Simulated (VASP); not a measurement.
Input of a VASP 6.6.1 run:

INCAR

```
  PREC = Accurate
  ENCUT = 520
  EDIFF = 1E-6
  ISMEAR = 0
  SIGMA = 0.05
  LREAL = F
  LASPH = T
  NELM = 100
  ALGO = Normal
  ISIF = 2
  LWAVE = F
  LCHARG = T
  GGA = PS
  LELF = T
  LVHAR = T
  NBANDS = 8
```

File KPOINTS:

```
regular mesh
0
Gamma
  20 20 20
```

The input POSCAR:

```
Li
1.0
   -1.6450387702      1.6450387702      1.6450387702
    1.6450387702     -1.6450387702      1.6450387702
    1.6450387702      1.6450387702     -1.6450387702
Li
1
Direct
    0.0000000000      0.0000000000      0.0000000000
```

Potentials or basis: VASP PAW PBE potentials, release 64 (Li_sv).

The run is started by

```sh
$ cat potpaw_PBE.64/Li_sv/POTCAR > POTCAR
$ mpirun -np 1 vasp_std > vasp.out
```

(1) Predict the band gap on the k mesh.

Results:

(1) zero (an odd number of electrons rules out a gap without spin polarisation).
